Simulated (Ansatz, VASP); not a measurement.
GdMn3: VASP beside Ansatz

The input INCAR:

```
SYSTEM = GdMn3
ALGO = Normal ; EDIFF = 1E-7
ENCUT = 520 ; GGA = PE
ISIF = 2 ; ISMEAR = 0
ISPIN = 2 ; LASPH = .TRUE.
LCHARG = .TRUE. ; LDAU = .TRUE.
LDAUJ = 0 0 ; LDAUL = 3 -1
LDAUPRINT = 1 ; LDAUTYPE = 2
LDAUU = 6 0 ; LELF = .TRUE.
LMAXMIX = 6 ; LORBIT = 11
LREAL = .FALSE. ; LVHAR = .TRUE.
LWAVE = .FALSE. ; MAGMOM = 7 3.5 3.5 3.5
NBANDS = 40 ; NELM = 150
PREC = Accurate ; SIGMA = 0.05
```

The input KPOINTS:

```
k-points
0
G
  6 6 6
  0 0 0
```

POSCAR

```
GdMn3
1.0
    4.0342885670      0.0000000000      0.0000000000
    0.0000000000      4.0342885670      0.0000000000
    0.0000000000      0.0000000000      4.0342885670
Gd Mn
1 3
Direct
    0.0000000000      0.0000000000      0.0000000000
    0.0000000000      0.5000000000      0.5000000000
    0.5000000000      0.5000000000      0.0000000000
    0.5000000000      0.0000000000      0.5000000000
```

Input for Ansatz:

```yaml
crystal:
  lattice:
    - [4.034288567, 0.0, 0.0]
    - [0.0, 4.034288567, 0.0]
    - [0.0, 0.0, 4.034288567]
  atoms:
    - { symbol: Gd, position: [0.0, 0.0, 0.0], spin: 7.0 }
    - { symbol: Mn, position: [0.0, 0.5, 0.5], spin: 3.5 }
    - { symbol: Mn, position: [0.5, 0.5, 0.0], spin: 3.5 }
    - { symbol: Mn, position: [0.5, 0.0, 0.5], spin: 3.5 }
basis:
  ecutwfc: 420
  ecutrho_ratio: 4
kpoints:
  mp_grid: { grid: [6, 6, 6] }
hamiltonian:
  xc: pbe
  hubbard: { sites: [{ species: Gd, l: f, u_eff: 6.0 }] }
scf:
  occupations: { method: gaussian, width: 0.05 }
  lower_state_search: "off"
output:
  forces: true
  stress: true
  eigenvalues: true
  populations: true
  hubbard: { sites: [{ species: Gd, l: f }] }
magnetization:
  spin_polarized: true
checkpoint:
  read: start.run
  write: ck
  compress: false
  write_wavefunctions: false
  write_every: 100000
```

Alike in both runs: task single point; functional PBE; k mesh 6 × 6 × 6; occupations gaussian, width 0.05 eV; collinear spin; Hubbard terms Gd f U = 6.0 eV.

|  | VASP | Ansatz |
| --- | --- | --- |
| version | VASP 6.6.1 | Ansatz 0.2.0 |
| potentials or method | VASP PAW PBE potentials, release 64 (Gd, Mn_pv), cutoff 520 eV | scalar-relativistic, plane waves, PAW |
| valence electrons in the cell | 57 | 63 |

```csv
,VASP,Ansatz,Ansatz less VASP
gap on the k mesh at the Fermi level (eV),none,none,-
pressure (GPa),5.3,6.2,+0.86
net moment per atom (μB),4.17,0.64,-3.531
size of the moment on the site where the two differ most (μB),6.81,7.18,+0.365
```

The net moments are unlike, so the other rows may belong to different states. Site moments also hang on the region over which each program counts them. The programs project onto different local orbitals, so the same U acts differently, and such runs can settle in different states. A gap of «none» marks a metal or a gap that the smearing closes. VASP's potentials hold 57 valence electrons a cell and Ansatz's 63, so a difference there can come from the potentials and not from the codes. Ansatz's warnings: filled band counts differ across k points, seeded moment not kept.

Spin-orbit coupling is off throughout.
